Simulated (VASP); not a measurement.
Crystal: Ca2Cl.

```xyz
9
Lattice="5.1949 2.9993 3.0190 -5.1949 2.9993 3.0190 0.0000 -5.9985 3.0190" Properties=species:S:1:pos:R:3 pbc="T T T"
Ca   -2.1263    1.2276    3.2945
Ca    0.0000   -2.4553    3.2945
Ca    2.1263    1.2276    3.2945
Ca    2.1263   -1.2276    5.7625
Ca   -2.1263   -1.2276    5.7625
Ca    0.0000    2.4553    5.7625
Cl    0.0000    2.9993    3.0190
Cl   -2.5974   -1.4996    3.0190
Cl    2.5974   -1.4996    3.0190
```

```yaml
Program: VASP 6.6.1
Task: relaxation of cell and atoms
Functional: PBE
Potentials_or_basis: VASP PAW PBE potentials, release 64 (Ca_sv, Cl)
Cutoff: 600 eV
k_mesh: 3 × 3 × 3
Occupations: gaussian, width 0.1 eV
Spin: no spin polarisation
```

At the start: pressure 4.0 GPa; volume 31.36 Å³/atom.

How do energy, volume and symmetry change on relaxing?

Over 13 steps the energy falls by 78.9 meV/atom and the volume is 36.72 Å³/atom (+17.1 %); space group R-3m (No. 166, to 0.05 Å).

Step by step:
```tsv
step	energy change (eV)	largest force (eV/Å)	pressure (GPa)	volume (Å³)
1	0.0000	0.4677	3.96	282.23
2	-0.5344	0.2712	0.98	315.11
3	-0.5931	0.2005	-0.25	335.09
4	-0.5943	0.2077	-0.11	332.54
5	-0.6094	0.1859	-0.09	332.01
6	-0.6416	0.1439	-0.01	330.41
7	-0.6373	0.2719	0.21	327.15
8	-0.6520	0.1656	0.08	329.00
9	-0.6709	0.1387	0.01	330.11
10	-0.7025	0.0579	-0.12	333.47
11	-0.7059	0.0282	-0.15	334.80
12	-0.7099	0.0008	0.17	328.96
13	-0.7105	0.0065	0.08	330.45
```

Final structure:
```
Ca Cl
1.0
     5.49348    3.17166    3.16093
    -5.49348    3.17166    3.16093
     0.00000   -6.34333    3.16093
Ca Cl
6 3
Direct
  0.21639 0.60325 0.21639
  0.21639 0.21639 0.60325
  0.60325 0.21639 0.21639
  0.78361 0.39675 0.78361
  0.39675 0.78361 0.78361
  0.78361 0.78361 0.39675
  0.50000 0.50000 0.00000
  0.00000 0.50000 0.50000
  0.50000 0.00000 0.50000
```

Caveat: the volume moved by over 15 % at a fixed basis, so the end points are rough; an odd number of electrons without spin polarisation forces a metal; a magnetic or distorted state may lie lower.
